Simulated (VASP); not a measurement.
Write the native input for VASP 6.6.1 that does the following.

```yaml
Task: single point
Functional: LDA
Potentials_or_basis: VASP PAW LDA potentials, release 64 (Cu)
Cutoff: 520 eV
k_mesh: 13 × 13 × 13
Occupations: methfessel-paxton, width 0.15 eV
Spin: non-collinear spin, typed start
Starting_moments: "[[0.6, 0.0, 0.0]] μB"
Dipole_correction: no
Further_INCAR_settings: ALGO = Normal; EDIFF = 1e-06; NBANDS = 22
```

The structure of Cu lies in POSCAR:

```
Cu
1.0
   -1.4427933200      1.4427933200      1.3760814500
    1.4427933200     -1.4427933200      1.3760814500
    1.4427933200      1.4427933200     -1.3760814500
Cu
1
Direct
    0.0000000000      0.0000000000      0.0000000000
```

One way to write it, as run:

INCAR

```
SYSTEM = Cu
PREC = Accurate
ENCUT = 520
EDIFF = 1E-6
ISMEAR = 1
SIGMA = 0.15
LREAL = .False.
LASPH = .True.
NELM = 150
ALGO = Normal
ISIF = 2
LWAVE = .False.
LCHARG = .False.
LNONCOLLINEAR = .True.
MAGMOM = 0.6 0 0
LORBIT = 11
LMAXMIX = 4
GGA = CA
NBANDS = 22
```

KPOINTS

```
regular mesh
0
Gamma
  13 13 13
  0 0 0
```

Potentials or basis: VASP PAW LDA potentials, release 64 (Cu).

Command:

```sh
$ cat potpaw_LDA.64/Cu/POTCAR > POTCAR
$ mpirun -np 1 vasp_ncl > vasp.out
```

Results of the run:

* Pressure: -6.9 GPa
* Band gap on the k mesh: zero (bands 11 and 12 overlap by 10.08 eV)
* Net moment: 0.00 μB per cell
* Valence electrons inside the program's atomic spheres: Cu 10.05

Caveat: the cell stands under tension.

It took 4.3 min on 1 thread of AMD EPYC 7R43 64-Core Processor (Zen 3) (shared host), peak memory 0.26 GiB.
